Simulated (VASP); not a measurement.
# Cu2 in VASP: further runs

The runs below take Cu2 through relaxation of the atoms, with PBE.

All numbers are computed with VASP 6.6.1; they aren't measurements. Logs are shortened: lines on timing, memory, paths and dates and some standing lists are left out, and cuts for length are marked.

## 1. The cell of the first run

The cell holds a molecule in a box, 2 atoms: a = 9.000 Å, b = 9.000 Å, c = 12.000 Å, α = 90.00°, β = 90.00°, γ = 90.00°.

## 2. Relaxation of the atoms, PBE (atoms moved at random)

INCAR reads:

```
GGA = PE ; ISMEAR = 0
SIGMA = 0.03 ; LWAVE = False
LCHARG = False ; ISIF = 0
NSW = 120 ; PREC = Accurate
LASPH = True ; LREAL = False
ALGO = Normal ; EDIFF = 1E-7
NELM = 120 ; GGA_COMPAT = False
IBRION = 2 ; EDIFFG = -0.01
NELMIN = 4 ; ENCUT = 380
EFERMI = MIDGAP ; NELMDL = -8
```

KPOINTS reads:

```
k-points
0
Gamma
  1 1 1
```

POSCAR reads:

```
Cu
1.0
    9.0000000000      0.0000000000      0.0000000000
    0.0000000000      9.0000000000      0.0000000000
    0.0000000000      0.0000000000     12.0000000000
Cu
2
Direct
    0.5007080000      0.5001690000      0.4161230000
    0.5087610000      0.5052440000      0.5980770000
```

Potentials or basis: VASP PAW PBE potentials, release 64 (Cu).

Run with:

```
cat potpaw_PBE.64/Cu/POTCAR > POTCAR
mpirun -np 1 vasp_gam > vasp.out
```

OUTCAR:

```text
GGA = PE
   ISMEAR = 0
   ISIF = 0
   NSW = 120
   PREC = Accurate
   LASPH = True
   LREAL = False
   EDIFF = 1E-7
   NELM = 120
   IBRION = 2
   EDIFFG = -0.01
   NELMIN = 4
   ENCUT = 380
   EFERMI = MIDGAP
   NELMDL = -8

 Found      1 irreducible k-points:

 Following reciprocal coordinates:
            Coordinates               Weight
  0.000000  0.000000  0.000000      1.000000
   k-points           NKPTS =      1   k-points in BZ     NKDIM =      1   number of bands    NBANDS=     15
   number of dos      NEDOS =    301   number of ions     NIONS =      2
   total plane-waves  NPLWV = 288000
   dimension x,y,z NGX =    60 NGY =   60 NGZ =   80
   dimension x,y,z NGXF=   120 NGYF=  120 NGZF=  160
   ions per type =               2
   NGX,Y,Z   is equivalent  to a cutoff of  11.08, 11.08, 11.08 a.u.
   NGXF,Y,Z  is equivalent  to a cutoff of  22.17, 22.17, 22.17 a.u.
 SYSTEM =  unknown system
   PREC   = accura    normal or accurate (medium, high low for compatibility)
   ISTART =      0    job   : 0-new  1-cont  2-samecut
   ICHARG =      2    charge: 1-file 2-atom 10-const
   ISPIN  =      1    spin polarized calculation?
   LNONCOLLINEAR =      F non collinear calculations
   LSORBIT =      F    spin-orbit coupling
   LASPH  =      T    aspherical Exc in radial PAW
   ENCUT  =  380.0 eV  27.93 Ry    5.28 a.u.  14.31 14.31 19.07*2*pi/ulx,y,z
   NELM   =    120;   NELMIN=  4; NELMDL= -8     # of ELM steps
   EDIFF  = 0.1E-06   stopping-criterion for ELM
   LREAL  =      F    real-space projection
   EDIFFG = -.1E-01   stopping-criterion for IOM
   NSW    =    120    number of steps for IOM
   IBRION =      2    ionic relax: 0-MD 1-quasi-New 2-CG
   NFREE  =      1    steps in history (QN), initial steepest desc. (CG)
   ISIF   =      0    stress and relaxation
   ISYM   =      2    0-nonsym 1-usesym 2-fastsym
   POTIM  = 0.5000    time-step for ionic-motion
   TEBEG  =    0.0;   TEEND  =   0.0 temperature during run

   SCALEE = 1.0000    scale energy and forces
   PSTRESS=    0.0 pullay stress
   NELECT =      22.0000    total number of electrons
   NUPDOWN=      -1.0000    fix difference up-down
   EMIN   =  10.00;   EMAX   =-10.00  energy-range for DOS
   EFERMI =   0.00;   METHOD = MIDGAP
   ISMEAR =     0;   SIGMA  =   0.03  broadening in eV -4-tet -1-fermi 0-gaus
   EFERMI_NEDOS =   21; number of points for ismear=-14 and -15
   IALGO  =     38    algorithm
   IMIX   =      4    mixing-type and parameters
     AMIX     =   0.40;   BMIX     =  1.00
     AMIX_MAG =   1.60;   BMIX_MAG =  1.00
  volume/ion in A,a.u.               =     486.00      3279.69
  Fermi-wavevector in a.u.,A,eV,Ry     =   0.463085  0.875103  2.917733  0.214447
  Thomas-Fermi vector in A             =   1.451056
   LORBIT       =      0    0 simple, 1 ext, 2 COOP (PROOUT), +10 PAW based schemes
   GGA     = PE    functional components
   LHFCALC =     F    Hartree Fock is set to
   AEXX    =    0.0000 exact exchange contribution
   IVDW    =     0    specifies the selected vdW correction
   LEPSILON=     F    determine dielectric tensor
   LRPA    =     F    only Hartree local field effects (RPA)

   CSHIFT  =0.1000    complex shift for real part using Kramers Kronig

   OMEGAMAX=  -1.0    maximum frequency
 conjugate gradient relaxation of ions
 non-spin polarized calculation
 Gauss-broadening in eV      SIGMA  =   0.03
  energy-cutoff  :      380.00
  volume of cell :      972.00
 maximum number of plane-waves:      8136
 NGX is ok and might be reduce to    60
   NGX = 29   NGY = 29   NGZ = 39

--------------------------------------- Ionic step        1  -------------------------------------------

 number of electron      22.0000006 magnetization

 Free energy of the ion-electron system (eV)
  ---------------------------------------------------
  ext. energy  EPLUGINS =         0.00000000
  ---------------------------------------------------
  free energy    TOTEN  =        -2.75033903 eV

  energy without entropy =       -2.75033903  energy(sigma->0) =       -2.75033903

------------------------ aborting loop because EDIFF is reached ----------------------------------------

 VOLUME and BASIS-vectors are now :
 -----------------------------------------------------------------------------
  energy-cutoff  :      380.00
  volume of cell :      972.00
      direct lattice vectors                 reciprocal lattice vectors
     9.000000000  0.000000000  0.000000000     0.111111111  0.000000000  0.000000000
     0.000000000  9.000000000  0.000000000     0.000000000  0.111111111  0.000000000
     0.000000000  0.000000000 12.000000000     0.000000000  0.000000000  0.083333333

 POSITION                                       TOTAL-FORCE (eV/Angst)
 -----------------------------------------------------------------------------------
      4.50637      4.50152      4.99348        -0.010294     -0.005870     -0.289974
      4.57885      4.54720      7.17692         0.010294      0.005870      0.289974
 -----------------------------------------------------------------------------------
    total drift:                               -0.000413      0.000332      0.000478

  FREE ENERGIE OF THE ION-ELECTRON SYSTEM (eV)
  ---------------------------------------------------
  free  energy   TOTEN  =        -2.7503390299 eV

  energy  without entropy=       -2.7503390299  energy(sigma->0) =       -2.75033903

--------------------------------------- Ionic step        2  -------------------------------------------

 number of electron      21.9999998 magnetization

------------------------ aborting loop because EDIFF is reached ----------------------------------------

 VOLUME and BASIS-vectors are now :
 -----------------------------------------------------------------------------
  energy-cutoff  :      380.00
  volume of cell :      972.00
      direct lattice vectors                 reciprocal lattice vectors
     9.000000000  0.000000000  0.000000000     0.111111111  0.000000000  0.000000000
     0.000000000  9.000000000  0.000000000     0.000000000  0.111111111  0.000000000
     0.000000000  0.000000000 12.000000000     0.000000000  0.000000000  0.083333333

 POSITION                                       TOTAL-FORCE (eV/Angst)
 -----------------------------------------------------------------------------------
      4.50588      4.50124      4.97949        -0.001700      0.000218     -0.031317
      4.57935      4.54748      7.19091         0.001700     -0.000218      0.031317
 -----------------------------------------------------------------------------------
    total drift:                               -0.000397      0.000369     -0.000162

  FREE ENERGIE OF THE ION-ELECTRON SYSTEM (eV)
  ---------------------------------------------------
  free  energy   TOTEN  =        -2.7547482423 eV

  energy  without entropy=       -2.7547482423  energy(sigma->0) =       -2.75474824

--------------------------------------- Ionic step        3  -------------------------------------------

 number of electron      21.9999995 magnetization

 Free energy of the ion-electron system (eV)
  ---------------------------------------------------
  ext. energy  EPLUGINS =         0.00000000
  ---------------------------------------------------
  free energy    TOTEN  =        -2.75480333 eV

  energy without entropy =       -2.75480333  energy(sigma->0) =       -2.75480333

 E-fermi :  -3.6236     XC(G=0):  -1.2627

 val. band max:       -4.3846645421   @ k =   0.0000   0.0000   0.0000
 cond. band min:      -2.8625111881   @ k =   0.0000   0.0000   0.0000
 fundamental gap:      1.5221533540
 Fermi energy:        -3.6235878651

 k-point     1 :       0.0000    0.0000    0.0000
  band No.  band energies     occupation
      1      -6.1917      2.00000
      2      -5.3588      2.00000
      3      -5.3588      2.00000
      4      -4.8936      2.00000
      5      -4.8171      2.00000
      6      -4.8167      2.00000
      7      -4.5856      2.00000
      8      -4.5854      2.00000
      9      -4.4130      2.00000
     10      -4.4130      2.00000
     11      -4.3847      2.00000
     12      -2.8625      0.00000
     13      -0.7537      0.00000
     14      -0.7535      0.00000
     15      -0.5499      0.00000

------------------------ aborting loop because EDIFF is reached ----------------------------------------

 VOLUME and BASIS-vectors are now :
 -----------------------------------------------------------------------------
  energy-cutoff  :      380.00
  volume of cell :      972.00
      direct lattice vectors                 reciprocal lattice vectors
     9.000000000  0.000000000  0.000000000     0.111111111  0.000000000  0.000000000
     0.000000000  9.000000000  0.000000000     0.000000000  0.111111111  0.000000000
     0.000000000  0.000000000 12.000000000     0.000000000  0.000000000  0.083333333

 POSITION                                       TOTAL-FORCE (eV/Angst)
 -----------------------------------------------------------------------------------
      4.50581      4.50120      4.97763        -0.000589      0.000952      0.000309
      4.57941      4.54752      7.19277         0.000589     -0.000952     -0.000309
 -----------------------------------------------------------------------------------
    total drift:                               -0.000394      0.000372     -0.000247

  FREE ENERGIE OF THE ION-ELECTRON SYSTEM (eV)
  ---------------------------------------------------
  free  energy   TOTEN  =        -2.7548033326 eV

  energy  without entropy=       -2.7548033326  energy(sigma->0) =       -2.75480333

 reached required accuracy - stopping structural energy minimisation
```

It took 55 s on 1 thread of Intel Xeon 6975P-C (Granite Rapids), shared host; peak memory 0.59 GiB.

What came out:

| Property | Result |
| --- | --- |
| Free energy | -2.7548 eV |
| Energy gained by relaxing | 2.2 meV/atom |
| Ionic steps | 3 |
| Gap between the frontier levels | 1.52 eV |

The path:
| step | energy change (eV) | largest force (eV/Å) |
| --- | --- | --- |
| 1 | 0.0000 | 0.2902 |
| 2 | -0.0044 | 0.0314 |
| 3 | -0.0045 | 0.0012 |

Final structure:
```
CELL_PARAMETERS angstrom
9.00000 0.00000 0.00000
0.00000 9.00000 0.00000
0.00000 0.00000 12.00000
ATOMIC_POSITIONS crystal
Cu 0.50065 0.50013 0.41480
Cu 0.50882 0.50528 0.59940
```

Levels at points of the mesh, in eV from the valence-band top:
```csv
k point,band 8,band 9,band 10,band 11,band 12,band 13,band 14,band 15
"(0.00, 0.00, 0.00)",-0.20,-0.03,-0.03,0.00,1.52,3.63,3.63,3.83
```

Caveat: the cell differs from its parent crystal (atoms moved at random).

## 3. Relaxation of the atoms, PBE (atoms moved at random)

INCAR, as its differences from that of step 2:

```diff
@@ -7,4 +7,4 @@
 NELM = 120 ; GGA_COMPAT = False
-IBRION = 2 ; EDIFFG = -0.01
-NELMIN = 4 ; ENCUT = 380
+IBRION = 2 ; EDIFFG = -0.002
+NELMIN = 4 ; ENCUT = 590
 EFERMI = MIDGAP ; NELMDL = -8
```

KPOINTS is that of step 2.

POSCAR is that of step 2.

Potentials or basis: VASP PAW PBE potentials, release 64 (Cu).

Run with:

```
cat potpaw_PBE.64/Cu/POTCAR > POTCAR
mpirun -np 1 vasp_gam > vasp.out
```

It took 82 s on 1 thread of Intel Xeon 6975P-C (Granite Rapids), shared host; peak memory 0.94 GiB.

It converged, with:

```
Free energy                     : -2.7525 eV
Energy gained by relaxing       : 2.3 meV/atom
Ionic steps                     : 3
Gap between the frontier levels : 1.53 eV
```

The path:
| step | energy change (eV) | largest force (eV/Å) |
| --- | --- | --- |
| 1 | 0.0000 | 0.2941 |
| 2 | -0.0045 | 0.0327 |
| 3 | -0.0046 | 0.0008 |

Final structure:
```
CELL_PARAMETERS angstrom
9.00000 0.00000 0.00000
0.00000 9.00000 0.00000
0.00000 0.00000 12.00000
ATOMIC_POSITIONS crystal
Cu 0.50065 0.50013 0.41478
Cu 0.50882 0.50529 0.59942
```

Levels at points of the mesh, in eV from the valence-band top:
```
           k point  band 9  band 10  band 11  band 12  band 13  band 14
(0.00, 0.00, 0.00)   -0.03    -0.03     0.00     1.53     3.63     3.63
```

Caveat: the cell differs from its parent crystal (atoms moved at random).
